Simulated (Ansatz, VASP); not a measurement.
## SrGa3 in VASP and in Ansatz

```
CELL_PARAMETERS angstrom
4.63177 0.00000 0.00000
0.00000 4.63177 0.00000
0.00000 0.00000 4.63177
ATOMIC_POSITIONS crystal
Sr 0.00000 0.00000 0.00000
Ga 0.00000 0.50000 0.50000
Ga 0.50000 0.50000 0.00000
Ga 0.50000 0.00000 0.50000
```

Alike in both runs: task single point; functional PBE; k mesh 8 × 8 × 8; occupations gaussian, width 0.05 eV; no spin polarisation.

|  | VASP | Ansatz |
| --- | --- | --- |
| version | VASP 6.6.1 | Ansatz 0.2.0 |
| potentials or method | VASP PAW PBE potentials, release 64 (Sr_sv, Ga_d), cutoff 520 eV | scalar-relativistic, plane waves, PAW |
| valence electrons in the cell | 49 | 49 |

|  | VASP | Ansatz | Ansatz less VASP |
| --- | --- | --- | --- |
| gap on the k mesh at the Fermi level (eV) | none | none | - |
| pressure (GPa) | -2.2 | -2.2 | -0.06 |

A gap of «none» marks a metal or a gap that the smearing closes. With one functional, cell and mesh, what is left measures potentials, basis and numerics.
